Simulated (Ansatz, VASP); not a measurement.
Two plane-wave programs on Ti

Contents of POSCAR:

```
Ti
1.0
    2.8666000000      0.0000000000      0.0000000000
   -1.4333000000      2.4825484225      0.0000000000
    0.0000000000      0.0000000000      5.0095000000
Ti
2
Direct
    0.3333333333      0.6666666667      0.2500000000
    0.6666666667      0.3333333333      0.7500000000
```

Contents of INCAR.step1:

```
  PREC = Accurate
  ENCUT = 520
  ISMEAR = 1
  SIGMA = 0.05
  LREAL = False
  LASPH = True
  NELM = 100
  NBANDS = 19
  GGA = PE
  ALGO = Normal
  EDIFF = 1E-4
  LWAVE = True
  LCHARG = False
```

INCAR.step2

```
  PREC = Accurate
  ENCUT = 520
  EDIFF = 1E-7
  ISMEAR = 1
  SIGMA = 0.05
  LREAL = False
  LASPH = True
  NELM = 100
  ALGO = Normal
  ISIF = 2
  LWAVE = False
  LCHARG = False
  METAGGA = R2SCAN
  LMIXTAU = True
  NBANDS = 19
  ISTART = 1
```

The input KPOINTS:

```
Automatic mesh
0
Gamma
  18 18 10
```

Input for Ansatz:

```yaml
crystal:
  lattice:
    - [2.8666, 0.0, 0.0]
    - [-1.4333, 2.4825484225, 0.0]
    - [0.0, 0.0, 5.0095]
  atoms:
    - { symbol: Ti, position: [0.3333333333, 0.6666666667, 0.25] }
    - { symbol: Ti, position: [0.6666666667, 0.3333333333, 0.75] }
basis:
  ecutwfc: 520.0
kpoints:
  mp_grid: { grid: [18, 18, 10] }
hamiltonian:
  xc: r2scan
scf:
  occupations: { method: cold, width: 0.05 }
output:
  forces: true
  stress: true
  eigenvalues: true
```

Alike in both runs: task single point; functional r2SCAN; k mesh 18 × 18 × 10; no spin polarisation.

```csv
,VASP,Ansatz
version,VASP 6.6.1,Ansatz 0.2.0
potentials or method,"VASP PAW PBE potentials, release 64 (Ti_sv), cutoff 520 eV","scalar-relativistic, plane waves, PAW"
occupations,"methfessel-paxton of order 1, width 0.05 eV","cold, width 0.05 eV"
valence electrons in the cell,24,24
```

Ansatz gave:

```
gap on the k mesh at the Fermi level (eV)                     : none
pressure (GPa)                                                : -3.3
traceless stress, the component that is largest in VASP (GPa) : -8.44
```

**Question.** Which values does VASP return?

**Answer.** gap on the k mesh at the Fermi level (eV): none; pressure (GPa): -2.9; traceless stress, the component that is largest in VASP (GPa): -8.49.

VASP's potentials were made for PBE, not for r2SCAN. A gap of «none» marks a metal or a gap that the smearing closes.
